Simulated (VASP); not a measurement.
# Ni (Fm-3m) in VASP: a series of runs, part 3 of 3

VASP 6.6.1. Earlier steps stand in the parts before.

### Step 5. Single point, PBE, collinear spin, ferromagnetic start (9.59 Å³/atom)

This run uses another cell than the first one, of 9.59 Å³/atom.

INCAR reads:

```
SYSTEM = Ni
PREC = Accurate
ENCUT = 520
EDIFF = 1E-6
ISMEAR = -1
SIGMA = 0.05
LREAL = .False.
LASPH = .True.
NELM = 150
ALGO = Normal
ISIF = 2
LWAVE = .False.
LCHARG = .False.
ISPIN = 2
MAGMOM = 0.672
LORBIT = 11
LMAXMIX = 4
GGA = PE
NBANDS = 15
```

KPOINTS reads:

```
Automatic mesh
0
Gamma
  25 25 25
  0 0 0
```

POSCAR reads:

```
Ni
1.0
    0.0000000000      1.6862820763      1.6862820763
    1.6862820763      0.0000000000      1.6862820763
    1.6862820763      1.6862820763      0.0000000000
Ni
1
Direct
    0.0000000000      0.0000000000      0.0000000000
```

Potentials or basis: VASP PAW PBE potentials, release 64 (Ni).

The run is started by

```
> cat potpaw_PBE.64/Ni/POTCAR > POTCAR
> mpirun -np 1 vasp_std > vasp.out
```

OUTCAR:

```text
SYSTEM = Ni
   PREC = Accurate
   ENCUT = 520
   EDIFF = 1E-6
   ISMEAR = -1
   LREAL = .False.
   LASPH = .True.
   NELM = 150
   ISIF = 2
   ISPIN = 2
   LORBIT = 11
   GGA = PE

 ion  position               nearest neighbor table
   1  0.000  0.000  0.000-

  LATTYP: Found a face centered cubic cell.
 ALAT       =     3.3725641526

  Lattice vectors:

 A1 = (   0.0000000000,   1.6862820763,   1.6862820763)
 A2 = (   1.6862820763,   0.0000000000,   1.6862820763)
 A3 = (   1.6862820763,   1.6862820763,   0.0000000000)

Analysis of symmetry for initial positions (statically):
=====================================================================
 Subroutine PRICEL returns:
 Original cell was already a primitive cell.

 Routine SETGRP: Setting up the symmetry group for a
 face centered cubic supercell.

 Subroutine GETGRP returns: Found 48 space group operations
 (whereof 48 operations were pure point group operations)
 out of a pool of 48 trial point group operations.

The static configuration has the point symmetry O_h .

Analysis of symmetry for dynamics (positions and initial velocities):
=====================================================================
 Subroutine PRICEL returns:
 Original cell was already a primitive cell.

 Routine SETGRP: Setting up the symmetry group for a
 face centered cubic supercell.

 Subroutine GETGRP returns: Found 48 space group operations
 (whereof 48 operations were pure point group operations)
 out of a pool of 48 trial point group operations.

The dynamic configuration has the point symmetry O_h .

Analysis of structural, dynamic, and magnetic symmetry:
=====================================================================
 Subroutine PRICEL returns:
 Original cell was already a primitive cell.

 Routine SETGRP: Setting up the symmetry group for a
 face centered cubic supercell.

 Subroutine GETGRP returns: Found 48 space group operations
 (whereof 48 operations were pure point group operations)
 out of a pool of 48 trial point group operations.

The overall configuration has the point symmetry O_h .

 Subroutine INISYM returns: Found 48 space group operations
 (whereof 48 operations are pure point group operations),
 and found     1 'primitive' translations

----------------------------------------------------------------------------------------

                                     Primitive cell

  volume of cell :       9.5900

  direct lattice vectors                    reciprocal lattice vectors
     0.000000000  1.686282076  1.686282076    -0.296510297  0.296510297  0.296510297
     1.686282076  0.000000000  1.686282076     0.296510297 -0.296510297  0.296510297
     1.686282076  1.686282076  0.000000000     0.296510297  0.296510297 -0.296510297

  length of vectors
     2.384762982  2.384762982  2.384762982     0.513570900  0.513570900  0.513570900

  position of ions in fractional coordinates (direct lattice)
     0.000000000  0.000000000  0.000000000

  ion indices of the primitive-cell ions
   primitive index   ion index
                 1           1

----------------------------------------------------------------------------------------

 KPOINTS: Automatic mesh

Automatic generation of k-mesh.
 Grid dimensions read from file:
 generate k-points for:   25   25   25

 Generating k-lattice:

  Cartesian coordinates                     Fractional coordinates (reciprocal lattice)
    -0.011860412  0.011860412  0.011860412     0.040000000  0.000000000  0.000000000
[... 65 lines left out ...]
   ISIF   =      2    stress and relaxation
   ISYM   =      2    0-nonsym 1-usesym 2-fastsym
   POTIM  = 0.5000    time-step for ionic-motion
   TEBEG  =    0.0;   TEEND  =   0.0 temperature during run
   PSTRESS=    0.0 pullay stress
   NELECT =      10.0000    total number of electrons
   NUPDOWN=      -1.0000    fix difference up-down
   EMIN   =  10.00;   EMAX   =-10.00  energy-range for DOS
   EFERMI =   0.00;   METHOD = LEGACY
   ISMEAR =    -1;   SIGMA  =   0.05  broadening in eV -4-tet -1-fermi 0-gaus
   EFERMI_NEDOS =   21; number of points for ismear=-14 and -15
   IALGO  =     38    algorithm
   IMIX   =      4    mixing-type and parameters
     AMIX     =   0.40;   BMIX     =  1.00
     AMIX_MAG =   1.60;   BMIX_MAG =  1.00
  volume/ion in A,a.u.               =       9.59        64.72
  Fermi-wavevector in a.u.,A,eV,Ry     =   1.660101  3.137137 37.496793  2.755937
  Thomas-Fermi vector in A             =   2.747396
   LORBIT       =     11    0 simple, 1 ext, 2 COOP (PROOUT), +10 PAW based schemes
   GGA     = PE    functional components
   LHFCALC =     F    Hartree Fock is set to
   AEXX    =    0.0000 exact exchange contribution
   IVDW    =     0    specifies the selected vdW correction
   LEPSILON=     F    determine dielectric tensor
   LRPA    =     F    only Hartree local field effects (RPA)
 spin polarized calculation
  energy-cutoff  :      520.00
  volume of cell :        9.59
 maximum number of plane-waves:       273
 NGX is ok and might be reduce to    18
   NGX =  9   NGY =  9   NGZ =  9

 number of electron      10.0000002 magnetization       0.5997750

 Free energy of the ion-electron system (eV)
  ---------------------------------------------------
  ext. energy  EPLUGINS =         0.00000000
  ---------------------------------------------------
  free energy    TOTEN  =        -5.35618753 eV

  energy without entropy =       -5.34391566  energy(sigma->0) =       -5.35005160

 E-fermi :  11.2852     XC(G=0): -14.0176

 val. band max:       11.2817724572   @ k =  -0.3600   0.3200   0.0400
 cond. band min:      11.2879543249   @ k =  -0.2400   0.3600   0.1600
 fundamental gap:      0.0061818677
 Fermi energy:        11.2851629458

 spin component 1

 k-point     1 :       0.0000    0.0000    0.0000
  band No.  band energies     occupation
      1       1.3622      1.00000
      2       8.5178      1.00000
      3       8.5178      1.00000
      4       8.5178      1.00000
      5       9.9161      1.00000
      6       9.9161      1.00000
      7      36.0694      0.00000
      8      40.9395      0.00000
      9      40.9395      0.00000
     10      40.9395      0.00000
     11      44.4116      0.00000
     12      44.4116      0.00000
     13      44.4116      0.00000
     14      46.9692      0.00000
[... 403 lines left out ...]
      4       9.6682      1.00000
      5      10.6831      0.99999
      6      10.9337      0.99911
      7      19.2176      0.00000
      8      34.4553      0.00000
      9      37.1878      0.00000
     10      38.3076      0.00000
     11      41.6001      0.00000
     12      42.4799      0.00000
     13      48.2951      0.00000
     14      56.3624      0.00000
     15      58.4095      0.00000

 [... further k-points ...]

 spin component 2

 k-point     1 :       0.0000    0.0000    0.0000
  band No.  band energies     occupation
      1       1.3410      1.00000
      2       9.2355      1.00000
      3       9.2355      1.00000
      4       9.2355      1.00000
      5      10.4823      1.00000
      6      10.4823      1.00000
      7      35.9370      0.00000
      8      40.9168      0.00000
      9      40.9168      0.00000
     10      40.9168      0.00000
     11      44.5273      0.00000
     12      44.5273      0.00000
     13      44.5273      0.00000
     14      46.8691      0.00000
[... 403 lines left out ...]
      4       9.8929      1.00000
      5      11.4054      0.08284
      6      11.5287      0.00762
      7      19.5603      0.00000
      8      34.3534      0.00000
      9      37.2801      0.00000
     10      38.4040      0.00000
     11      41.6445      0.00000
     12      42.5324      0.00000
     13      48.4359      0.00000
     14      57.3444      0.00000
     15      58.8578      0.00000

 [... further k-points ...]
[... 5 lines left out ...]
  --------------------------------------------------------------------------------------
  -------------------------------------------------------------------------------------
  Total        2.0318576      2.0318576      2.0318576      0.0000000      0.0000000      0.0000000
  in kB      339.4557665    339.4557665    339.4557665      0.0000000      0.0000000      0.0000000
  external PRESSURE =     339.4557665 kB  Pullay stress =       0.0000000 kB

 VOLUME and BASIS-vectors are now :
 -----------------------------------------------------------------------------
  energy-cutoff  :      520.00
  volume of cell :        9.59
      direct lattice vectors                 reciprocal lattice vectors
     0.000000000  1.686282076  1.686282076    -0.296510297  0.296510297  0.296510297
     1.686282076  0.000000000  1.686282076     0.296510297 -0.296510297  0.296510297
     1.686282076  1.686282076  0.000000000     0.296510297  0.296510297 -0.296510297

 POSITION                                       TOTAL-FORCE (eV/Angst)
 -----------------------------------------------------------------------------------
      0.00000      0.00000      0.00000         0.000000     -0.000000      0.000000
 -----------------------------------------------------------------------------------
    total drift:                                0.000000     -0.000000     -0.000000

  FREE ENERGIE OF THE ION-ELECTRON SYSTEM (eV)
  ---------------------------------------------------
  free  energy   TOTEN  =        -5.3561875308 eV

  energy  without entropy=       -5.3439156621  energy(sigma->0) =       -5.35005160

 total charge

# of ion       s       p       d       tot
------------------------------------------
    1        0.557   0.622   8.387   9.566

 magnetization (x)

# of ion       s       p       d       tot
------------------------------------------
    1       -0.006  -0.025   0.632   0.600
```

OSZICAR:

```text
N       E                     dE             d eps       ncg     rms          rms(c)
DAV:   1     0.334429966527E+02    0.33443E+02   -0.41896E+03 29126   0.883E+02
DAV:   2    -0.499953182023E+01   -0.38443E+02   -0.35785E+02 30478   0.168E+02
DAV:   3    -0.635735561355E+01   -0.13578E+01   -0.13459E+01 33607   0.307E+01
DAV:   4    -0.636388194214E+01   -0.65263E-02   -0.65254E-02 34053   0.204E+00
DAV:   5    -0.636393242258E+01   -0.50480E-04   -0.50479E-04 34430   0.161E-01    0.113E+01
DAV:   6    -0.557566861820E+01    0.78826E+00   -0.10693E+01 39325   0.371E+01    0.501E+00
DAV:   7    -0.537834056036E+01    0.19733E+00   -0.14146E+00 34256   0.123E+01    0.246E+00
DAV:   8    -0.535805594657E+01    0.20285E-01   -0.24876E-02 39333   0.114E+00    0.941E-01
DAV:   9    -0.535646990620E+01    0.15860E-02   -0.10540E-03 44943   0.193E-01    0.252E-01
DAV:  10    -0.535619904765E+01    0.27086E-03   -0.21643E-04 44743   0.771E-02    0.481E-02
DAV:  11    -0.535618640482E+01    0.12643E-04   -0.37678E-05 41651   0.444E-02    0.277E-02
DAV:  12    -0.535618741030E+01   -0.10055E-05   -0.12373E-06 28373   0.981E-03    0.566E-03
DAV:  13    -0.535618753078E+01   -0.12048E-06   -0.28714E-07 21217   0.475E-03
   1 F= -.53561875E+01 E0= -.53500516E+01  d E =-.122719E-01  mag=     0.6000
```

Wall time 84 s (1 thread of Intel Xeon 6975P-C (Granite Rapids), shared host); peak memory 0.2 GiB.

Results:

| Property | Result |
| --- | --- |
| Free energy | -5.3562 eV |
| Pressure | 33.9 GPa |
| Net moment | 0.60 μB per cell |
| Site moments | Ni +0.60 μB |
| Valence electrons inside the program's atomic spheres | Ni 9.57 |

Caveat: the cell stands under pressure.

### Step 6. Single point, PBE, collinear spin, ferromagnetic start (10.03 Å³/atom)

This run uses another cell than the first one, of 10.03 Å³/atom.

INCAR reads:

```
PREC = Accurate
ENCUT = 520
EDIFF = 1E-7
ISMEAR = -1
SIGMA = 0.05
LREAL = F
LASPH = T
NELM = 150
ALGO = Normal
ISIF = 2
LWAVE = F
LCHARG = T
ISPIN = 2
MAGMOM = 0.672
LORBIT = 11
LMAXMIX = 4
GGA = PE
LELF = T
LVHAR = T
NBANDS = 15
```

KPOINTS reads:

```
regular mesh
0
Gamma
  25 25 25
```

POSCAR reads:

```
Ni
1.0
    0.0000000000      1.7114541767      1.7114541767
    1.7114541767      0.0000000000      1.7114541767
    1.7114541767      1.7114541767      0.0000000000
Ni
1
Direct
    0.0000000000      0.0000000000      0.0000000000
```

Potentials or basis: VASP PAW PBE potentials, release 64 (Ni).

The run is started by

```
> cat potpaw_PBE.64/Ni/POTCAR > POTCAR
> mpirun -np 1 vasp_std > vasp.out
```

OUTCAR:

```text
PREC = Accurate
   ENCUT = 520
   EDIFF = 1E-7
   ISMEAR = -1
   LREAL = F
   LASPH = T
   NELM = 150
   ISIF = 2
   ISPIN = 2
   LORBIT = 11
   GGA = PE

 ion  position               nearest neighbor table
   1  0.000  0.000  0.000-

  LATTYP: Found a face centered cubic cell.
 ALAT       =     3.4229083534

  Lattice vectors:

 A1 = (   0.0000000000,   1.7114541767,   1.7114541767)
 A2 = (   1.7114541767,   0.0000000000,   1.7114541767)
 A3 = (   1.7114541767,   1.7114541767,   0.0000000000)

Analysis of symmetry for initial positions (statically):
[... 1071 lines left out ...]
  -------------------------------------------------------------------------------------
  Total        1.2369421      1.2369421      1.2369421      0.0000000      0.0000000     -0.0000000
  in kB      197.6669796    197.6669796    197.6669796      0.0000000      0.0000000     -0.0000000
  external PRESSURE =     197.6669796 kB  Pullay stress =       0.0000000 kB

 VOLUME and BASIS-vectors are now :
 -----------------------------------------------------------------------------
  energy-cutoff  :      520.00
  volume of cell :       10.03
      direct lattice vectors                 reciprocal lattice vectors
     0.000000000  1.711454177  1.711454177    -0.292149218  0.292149218  0.292149218
     1.711454177  0.000000000  1.711454177     0.292149218 -0.292149218  0.292149218
     1.711454177  1.711454177  0.000000000     0.292149218  0.292149218 -0.292149218

 POSITION                                       TOTAL-FORCE (eV/Angst)
 -----------------------------------------------------------------------------------
      0.00000      0.00000      0.00000         0.000000      0.000000      0.000000
 -----------------------------------------------------------------------------------
    total drift:                                0.000000     -0.000000     -0.000000

  FREE ENERGIE OF THE ION-ELECTRON SYSTEM (eV)
  ---------------------------------------------------
  free  energy   TOTEN  =        -5.4285286735 eV

  energy  without entropy=       -5.4156733072  energy(sigma->0) =       -5.42210099

 total charge

# of ion       s       p       d       tot
------------------------------------------
    1        0.535   0.576   8.358   9.468

 magnetization (x)

# of ion       s       p       d       tot
------------------------------------------
    1       -0.006  -0.025   0.643   0.611
```

stdout:

```text
POSCAR found type information on POSCAR Ni
 POSCAR found :  1 types and       1 ions
 scaLAPACK will be used
 LDA part: xc-table for (Slater+PW92), standard interpolation
 POSCAR, INCAR and KPOINTS ok, starting setup
 FFT: planning ... GRIDC
 FFT: planning ... GRID_SOFT
 FFT: planning ... GRID
 WAVECAR not read
 entering main loop
```

Wall time 93 s (1 thread of Intel Xeon 6975P-C (Granite Rapids), shared host); peak memory 0.2 GiB.

Results:

* Free energy: -5.4285 eV
* Pressure: 19.8 GPa
* Net moment: 0.61 μB per cell
* Site moments: Ni +0.61 μB
* Valence electrons inside the program's atomic spheres: Ni 9.47

Caveat: the cell stands under pressure.

### Step 7. Overview

| task | cell | k mesh | cutoff (eV) | gap on the mesh (eV) | pressure (GPa) | moment (μB) |
| --- | --- | --- | --- | --- | --- | --- |
| single point | a = 2.489 Å, angles 60.0°, 1 atom | 15 × 15 × 15 | 600 | none | -0.2 | 0.64 |
| relaxation of cell and atoms | relaxed from a = 2.492 Å, angles 60.0°, 1 atom | 15 × 15 × 15 | 600 | none | 0.0 | 0.64 |
| single point | a = 2.489 Å, angles 60.0°, 1 atom | 25 × 25 × 25 | 600 | none | -0.4 | 0.62 |
| single point | a = 2.385 Å, angles 60.0°, 1 atom | 25 × 25 × 25 | 520 | none | 33.9 | 0.60 |
| single point | a = 2.420 Å, angles 60.0°, 1 atom | 25 × 25 × 25 | 520 | none | 19.8 | 0.61 |

Alike in all rows: level PBE; potentials or basis VASP PAW PBE potentials, release 64 (Ni); spin collinear, ferromagnetic start; smearing fermi-dirac 0.05 eV.

Caveats: the cell stands under pressure (at least some runs).

Total energies depend on the potentials used, so only differences within one code and one set of settings carry meaning.
